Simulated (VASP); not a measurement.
# Au (P6_3/mmc) in VASP: single point with r2SCAN

Aim: the single point of Au with r2SCAN.

All numbers are computed with VASP 6.6.1; they aren't measurements. Logs are shortened: lines on timing, memory, paths and dates and some standing lists are left out, and cuts for length are marked.

## (1) The cell of the first run

It takes space group P6_3/mmc (No. 194, hexagonal). The conventional cell has a = 2.891 Å, b = 2.891 Å, c = 4.851 Å, α = 90.00°, β = 90.00°, γ = 120.00°. Au (site symmetry -6m2) has 12 Au at 2.89 to 2.94 Å within 3.8 Å.

## (2) Single point, r2SCAN

Contents of POSCAR:

```
Au
1.0
    2.8910946026      0.0000000000      0.0000000000
   -1.4455473013      2.5037613706      0.0000000000
    0.0000000000      0.0000000000      4.8507964696
Au
2
Direct
    0.3333333333      0.6666666667      0.2500000000
    0.6666666667      0.3333333333      0.7500000000
```

Contents of INCAR.step1:

```
PREC = Accurate
ENCUT = 550
ISMEAR = -1
SIGMA = 0.1
LREAL = False
LASPH = True
NELM = 120
NBANDS = 18
GGA = PE
ALGO = Normal
EDIFF = 1E-5
LWAVE = True
LCHARG = False
GGA_COMPAT = False
```

Contents of INCAR.step2:

```
PREC = Accurate
ENCUT = 550
EDIFF = 1E-6
ISMEAR = -1
SIGMA = 0.1
LREAL = False
LASPH = True
NELM = 120
ALGO = Normal
ISIF = 2
LWAVE = False
LCHARG = False
METAGGA = R2SCAN
LMIXTAU = True
NBANDS = 18
ISTART = 1
GGA_COMPAT = False
```

Contents of KPOINTS:

```
Automatic mesh
0
Gamma
  6 6 4
```

Potentials or basis: VASP PAW PBE potentials, release 64 (Au).

The run is started by

```bash
> cat potpaw_PBE.64/Au/POTCAR > POTCAR
> cp INCAR.step1 INCAR
> mpirun -np 1 vasp_std > vasp.out
> cp INCAR.step2 INCAR
> mpirun -np 1 vasp_std > vasp.out
```

OUTCAR:

```text
PREC = Accurate
   ENCUT = 550
   EDIFF = 1E-6
   ISMEAR = -1
   LREAL = False
   LASPH = True
   NELM = 120
   ISIF = 2
   METAGGA = R2SCAN
   ISTART = 1

 ion  position               nearest neighbor table
   1  0.333  0.667  0.250-   2 2.94   2 2.94   2 2.94   2 2.94   2 2.94   2 2.94
   2  0.667  0.333  0.750-   1 2.94   1 2.94   1 2.94   1 2.94   1 2.94   1 2.94

  LATTYP: Found a hexagonal cell.
 ALAT       =     2.8910946026
 C/A-ratio  =     1.6778407961

  Lattice vectors:

 A1 = (   2.8910946026,   0.0000000000,   0.0000000000)
 A2 = (  -1.4455473013,   2.5037613706,   0.0000000000)
 A3 = (   0.0000000000,   0.0000000000,   4.8507964696)

Analysis of symmetry for initial positions (statically):
=====================================================================
 Subroutine PRICEL returns:
 Original cell was already a primitive cell.

 Routine SETGRP: Setting up the symmetry group for a
 hexagonal supercell.

 Subroutine GETGRP returns: Found 24 space group operations
 (whereof 12 operations were pure point group operations)
 out of a pool of 24 trial point group operations.

The static configuration has the point symmetry D_3d.
 The point group associated with its full space group is D_6h.

Analysis of symmetry for dynamics (positions and initial velocities):
=====================================================================
 Subroutine PRICEL returns:
 Original cell was already a primitive cell.

 Routine SETGRP: Setting up the symmetry group for a
 hexagonal supercell.

 Subroutine GETGRP returns: Found 24 space group operations
 (whereof 12 operations were pure point group operations)
 out of a pool of 24 trial point group operations.

The dynamic configuration has the point symmetry D_3d.
 The point group associated with its full space group is D_6h.

 Subroutine INISYM returns: Found 24 space group operations
 (whereof 12 operations are pure point group operations),
 and found     1 'primitive' translations

----------------------------------------------------------------------------------------

                                     Primitive cell

  volume of cell :      35.1130

  direct lattice vectors                    reciprocal lattice vectors
     2.891094603  0.000000000  0.000000000     0.345889754  0.199699542  0.000000000
    -1.445547301  2.503761371  0.000000000     0.000000000  0.399399085  0.000000000
[... 77 lines left out ...]
   LSORBIT =      F    spin-orbit coupling
   LASPH  =      T    aspherical Exc in radial PAW
   ENCUT  =  550.0 eV  40.42 Ry    6.36 a.u.   5.53  5.53  9.28*2*pi/ulx,y,z
   NELM   =    120;   NELMIN=  2; NELMDL=  0     # of ELM steps
   EDIFF  = 0.1E-05   stopping-criterion for ELM
   LREAL  =      F    real-space projection
   EDIFFG = 0.1E-04   stopping-criterion for IOM
   NSW    =      0    number of steps for IOM
   IBRION =     -1    ionic relax: 0-MD 1-quasi-New 2-CG
   NFREE  =      0    steps in history (QN), initial steepest desc. (CG)
   ISIF   =      2    stress and relaxation
   ISYM   =      2    0-nonsym 1-usesym 2-fastsym
   POTIM  = 0.5000    time-step for ionic-motion
   TEBEG  =    0.0;   TEEND  =   0.0 temperature during run
   PSTRESS=    0.0 pullay stress
   NELECT =      22.0000    total number of electrons
   NUPDOWN=      -1.0000    fix difference up-down
   EMIN   =  10.00;   EMAX   =-10.00  energy-range for DOS
   EFERMI =   0.00;   METHOD = LEGACY
   ISMEAR =    -1;   SIGMA  =   0.10  broadening in eV -4-tet -1-fermi 0-gaus
   EFERMI_NEDOS =   21; number of points for ismear=-14 and -15
   IALGO  =     38    algorithm
   IMIX   =      4    mixing-type and parameters
     AMIX     =   0.40;   BMIX     =  1.00
     AMIX_MAG =   1.60;   BMIX_MAG =  1.00
  volume/ion in A,a.u.               =      17.56       118.48
  Fermi-wavevector in a.u.,A,eV,Ry     =   1.400854  2.647231 26.699974  1.962393
  Thomas-Fermi vector in A             =   2.523773
   LORBIT       =      0    0 simple, 1 ext, 2 COOP (PROOUT), +10 PAW based schemes
   METAGGA = R2SCAN    functional components
   LHFCALC =     F    Hartree Fock is set to
   AEXX    =    0.0000 exact exchange contribution
   IVDW    =     0    specifies the selected vdW correction
   LEPSILON=     F    determine dielectric tensor
   LRPA    =     F    only Hartree local field effects (RPA)
 non-spin polarized calculation
  energy-cutoff  :      550.00
  volume of cell :       35.11
 maximum number of plane-waves:      1051
 NGX is ok and might be reduce to    24
   NGX = 11   NGY = 11   NGZ = 19

 number of electron      22.0000002 magnetization

 Free energy of the ion-electron system (eV)
  ---------------------------------------------------
  ext. energy  EPLUGINS =         0.00000000
  ---------------------------------------------------
  free energy    TOTEN  =      -101.09969475 eV

  energy without entropy =     -101.07110906  energy(sigma->0) =     -101.08540190

 E-fermi :   8.9678     XC(G=0): -13.4096

 val. band max:        8.8299428397   @ k =   0.3333   0.1667   0.2500
 cond. band min:       8.9866051199   @ k =   0.5000   0.0000   0.2500
 fundamental gap:      0.1566622801
 Fermi energy:         8.9677653452

 k-point     1 :       0.0000    0.0000    0.0000
  band No.  band energies     occupation
      1      -0.9235      2.00000
      2       1.4474      2.00000
      3       3.8808      2.00000
      4       4.1724      2.00000
      5       4.1724      2.00000
      6       4.4743      2.00000
[... 418 lines left out ...]
      5       4.1890      2.00000
      6       4.1890      2.00000
[... 10 lines left out ...]
     17      25.2732      0.00000
     18      25.2732      0.00000

------------------------ aborting loop because EDIFF is reached ----------------------------------------

  FORCE on cell =-STRESS in cart. coord.  units (eV):
  Direction    XX          YY          ZZ          XY          YZ          ZX
  --------------------------------------------------------------------------------------
  -------------------------------------------------------------------------------------
  Total        0.7554801      0.7554801     -0.6277312      0.0000000      0.0000000     -0.0000000
  in kB       34.4719073     34.4719073    -28.6428351      0.0000000      0.0000000     -0.0000000
  external PRESSURE =      13.4336598 kB  Pullay stress =       0.0000000 kB

 VOLUME and BASIS-vectors are now :
 -----------------------------------------------------------------------------
  energy-cutoff  :      550.00
  volume of cell :       35.11
      direct lattice vectors                 reciprocal lattice vectors
     2.891094603  0.000000000  0.000000000     0.345889754  0.199699542  0.000000000
    -1.445547301  2.503761371  0.000000000     0.000000000  0.399399085  0.000000000
     0.000000000  0.000000000  4.850796470     0.000000000  0.000000000  0.206151713

 POSITION                                       TOTAL-FORCE (eV/Angst)
 -----------------------------------------------------------------------------------
     -0.00000      1.66917      1.21270         0.000000     -0.000000      0.000000
      1.44555      0.83459      3.63810        -0.000000      0.000000      0.000000
 -----------------------------------------------------------------------------------
    total drift:                               -0.000000      0.000000     -0.000000

  FREE ENERGIE OF THE ION-ELECTRON SYSTEM (eV)
  ---------------------------------------------------
  free  energy   TOTEN  =      -101.0996947497 eV

  energy  without entropy=     -101.0711090593  energy(sigma->0) =     -101.08540190
```

OSZICAR.step1:

```text
N       E                     dE             d eps       ncg     rms          rms(c)
DAV:   1     0.127858083588E+03    0.12786E+03   -0.11984E+04   756   0.123E+03
DAV:   2    -0.488085943131E+01   -0.13274E+03   -0.12749E+03   816   0.266E+02
DAV:   3    -0.686981699826E+01   -0.19890E+01   -0.19804E+01   928   0.332E+01
DAV:   4    -0.687794433243E+01   -0.81273E-02   -0.81262E-02   818   0.219E+00
DAV:   5    -0.687801855674E+01   -0.74224E-04   -0.74224E-04   892   0.224E-01    0.122E+01
DAV:   6    -0.638195994906E+01    0.49606E+00   -0.94763E-01   768   0.891E+00    0.795E+00
DAV:   7    -0.635014888333E+01    0.31811E-01   -0.91121E-02   832   0.275E+00    0.339E+00
DAV:   8    -0.634618415558E+01    0.39647E-02   -0.75728E-03   784   0.704E-01    0.329E-01
DAV:   9    -0.634616400058E+01    0.20155E-04   -0.35124E-05   878   0.505E-02    0.213E-02
DAV:  10    -0.634617842031E+01   -0.14420E-04   -0.67867E-06   610   0.253E-02    0.701E-03
DAV:  11    -0.634617814322E+01    0.27709E-06   -0.34633E-07   396   0.511E-03
   1 F= -.63461781E+01 E0= -.63302172E+01  d E =-.319220E-01
```

Wall time 59 s (1 thread of Intel Xeon Platinum 8259CL at 2.50GHz (Skylake/Cascade Lake), shared host); peak memory 0.16 GiB.

Results:

```
Free energy            : -101.0997 eV
Pressure               : 1.3 GPa
Band gap on the k mesh : zero (band 11 reaches 13.18 eV, above the bottom of band 12 at 6.01 eV)
```

Stress tensor (GPa, compression positive):
```
 3.45  0.00  0.00
 0.00  3.45  0.00
 0.00  0.00 -2.86
```

Levels at points of the mesh, in eV from the Fermi level:
| k point | band 8 | band 9 | band 10 | band 11 | band 12 | band 13 | band 14 | band 15 |
| --- | --- | --- | --- | --- | --- | --- | --- | --- |
| (0.00, 0.00, 0.00) | -3.85 | -3.85 | -2.50 | -2.50 | -0.98 | 2.49 | 15.33 | 16.40 |
| (0.50, 0.00, 0.00) | -2.28 | -2.17 | -1.99 | 0.29 | 1.44 | 5.88 | 7.36 | 7.41 |
| (0.00, 0.00, 0.50) | -4.84 | -2.95 | -2.95 | -2.95 | -2.95 | 10.82 | 10.82 | 15.58 |
| (0.50, 0.00, 0.50) | -2.67 | -2.06 | -2.06 | 0.53 | 0.53 | 3.85 | 3.85 | 13.64 |

Caveat: the k points lie up to 0.42 Å⁻¹ apart; the PAW data sets were made with another functional, which shifts forces and pressure a little; spin-orbit coupling is left out, which moves the levels of the heavy elements.
